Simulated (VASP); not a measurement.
**S: relaxation of cell and atoms with PBE**

Crystal: S.

```
S
1.0
    -1.51639    1.51639    1.51639
     1.51639   -1.51639    1.51639
     1.51639    1.51639   -1.51639
S
1
Cartesian
  0.0000 0.0000 0.0000
```

```json
{"Program": "VASP 6.6.1", "Task": "relaxation of cell and atoms", "Functional": "PBE", "Potentials or basis": "VASP PAW PBE potentials, release 64 (S)", "Cutoff": "600 eV", "k mesh": "17 × 17 × 17", "Occupations": "fermi-dirac, width 0.1 eV", "Spin": "no spin polarisation", "Target pressure": "13 GPa", "Dipole correction": "no", "Further INCAR settings": "ALGO = Normal; EDIFF = 1e-07; IBRION = 2; EDIFFG = -0.005; NSW = 32; ISIF = 3"}
```

The relaxed volume is 13.93 Å³/atom and the relaxed cell is a = 2.625 Å, b = 2.625 Å, c = 2.625 Å, α = 109.47°, β = 109.47°, γ = 109.47°. The space group after relaxing (to 0.05 Å) is Im-3m (No. 229) and the energy change on relaxing (the enthalpy is what falls) is +1.6 meV/atom. The ionic steps are 3 and the pressure after relaxing is 13.0 GPa. The band gap on the k mesh is zero (band 3 reaches 13.39 eV, above the bottom of band 4 at 4.98 eV).

The path:
```csv
step,energy change (eV),largest force (eV/Å),pressure (GPa),volume (Å³)
1,0.0000,0.0000,12.81,13.95
2,0.0027,0.0000,13.13,13.91
3,0.0016,0.0000,13.00,13.93
```

Final structure:
```cif
data_structure
_symmetry_space_group_name_H-M 'P 1'
_symmetry_Int_Tables_number 1
_cell_length_a 2.6252
_cell_length_b 2.6252
_cell_length_c 2.6252
_cell_angle_alpha 109.471
_cell_angle_beta 109.471
_cell_angle_gamma 109.471
_cell_volume 13.93
loop_
_atom_site_label
_atom_site_type_symbol
_atom_site_fract_x
_atom_site_fract_y
_atom_site_fract_z
_atom_site_occupancy
S1 S 0.00000 0.00000 0.00000 1
```

Levels at points of the mesh, in eV from the Fermi level:
| k point | band 1 | band 2 | band 3 | band 4 | band 5 | band 6 | band 7 |
| --- | --- | --- | --- | --- | --- | --- | --- |
| (0.00, 0.00, 0.00) | -18.29 | 3.77 | 3.77 | 3.77 | 12.29 | 12.29 | 12.29 |

Wall time 18 s on 1 thread of Intel(R) Xeon(R) Platinum 8488C (Sapphire Rapids) (shared host), peak memory 0.13 GiB.

Caveat: the cell is relaxed towards a set pressure, so the enthalpy falls and the energy may rise.
